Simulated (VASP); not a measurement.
Runs of VASP 6.6.1 on SnO2. The structure is that of space group P-3m1 (No. 164), or close to it. The cells are those of the table. 

```csv
cell,gap on the mesh (eV),pressure (GPa),largest force (eV/Å)
"a = 3.237, b = 3.237, c = 13.675 Å, angles 90.0, 90.0, 60.0°, 9 atoms",(b),0.2,0.26
"a = 3.237, b = 3.237, c = 15.675 Å, angles 90.0, 90.0, 60.0°, 9 atoms",(a),0.4,0.25
"a = 3.237, b = 3.237, c = 14.375 Å, angles 90.0, 90.0, 60.0°, 9 atoms",1.86,0.3,0.26
"a = 3.237, b = 3.237, c = 13.225 Å, angles 90.0, 90.0, 60.0°, 9 atoms",1.67,0.3,0.21
```

Alike in all rows: task single point; level PBE+D3(BJ); potentials or basis VASP PAW PBE potentials, release 64 (Sn_d, O); no spin polarisation; k mesh 9 × 9 × 2; cutoff (eV) 520; smearing gaussian 0.05 eV.

Q: Fill in the values left out.

A: (a) 1.93; (b) 1.77.

Caveats: spin-orbit coupling is left out, which moves the levels of the heavy elements; an odd mesh through Γ misses points on the zone boundary, where band edges can lie.

A k mesh can miss the band edges, and the runs leave out spin-orbit coupling on Sn.
